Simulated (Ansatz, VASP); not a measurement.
**Two plane-wave programs on Ta2N**

INCAR

```
PREC = Accurate ; ENCUT = 520
EDIFF = 1E-7 ; ISMEAR = 0
SIGMA = 0.15 ; LREAL = F
LASPH = T ; NELM = 60
ALGO = Fast ; ISIF = 2
LWAVE = F ; LCHARG = F
GGA = PS ; NBANDS = 20
```

File KPOINTS:

```
regular mesh
0
Gamma
  15 15 8
```

Contents of POSCAR:

```
Ta2N
1.0
    3.0782595490     -0.0538695421      0.0000000000
   -1.5857821664      2.6927857399      0.0000000000
    0.0000000000      0.0000000000      4.7395141106
Ta N
2 1
Direct
    0.6666666667      0.3333333333      0.7463700642
    0.3333333333      0.6666666667      0.2536299358
    0.0000000000      0.0000000000      0.0000000000
```

Input for Ansatz:

```yaml
crystal:
  lattice:
    - [3.078259549, -0.0538695421, 0.0]
    - [-1.5857821664, 2.6927857399, 0.0]
    - [0.0, 0.0, 4.7395141106]
  atoms:
    - { symbol: Ta, position: [0.6666666667, 0.3333333333, 0.7463700642] }
    - { symbol: Ta, position: [0.3333333333, 0.6666666667, 0.2536299358] }
    - { symbol: "N", position: [0.0, 0.0, 0.0] }
basis:
  ecutwfc: 520.0
kpoints:
  mp_grid: { grid: [15, 15, 8] }
hamiltonian:
  xc: pbesol
  pseudopotentials: { kind: paw, azcp: { folder: soft_1 } }
scf:
  occupations: { method: gaussian, width: 0.15 }
output:
  forces: true
  stress: true
  eigenvalues: true
```

Change from the starting cell: engineering shear strain xy -0.0350, normal strain along z -0.0175.

Alike in both runs: task single point; functional PBEsol; k mesh 15 × 15 × 8; occupations gaussian, width 0.15 eV; no spin polarisation.

|  | VASP | Ansatz |
| --- | --- | --- |
| version | VASP 6.6.1 | Ansatz 0.2.0 |
| potentials or method | VASP PAW PBE potentials, release 64 (Ta_pv, N), cutoff 520 eV | scalar-relativistic, plane waves, PAW |
| valence electrons in the cell | 27 | 31 |

```csv
,VASP,Ansatz,Ansatz less VASP
gap on the k mesh at the Fermi level (eV),none,none,-
pressure (GPa),6.6,6.0,-0.67
"traceless stress, the component that is largest in VASP (GPa)",5.95,5.93,-0.023
rms of the force components (eV/Å),0.043,0.025,-0.0172
```

VASP's potentials were made for PBE, not for PBEsol, and Ansatz warns of the same on its side. Atom by atom the forces differ by 0.027 eV/Å (rms over components). A gap of «none» marks a metal or a gap that the smearing closes. VASP's potentials hold 27 valence electrons a cell and Ansatz's 31, so a difference there can come from the potentials and not from the codes.

Neither program's run includes spin-orbit coupling.
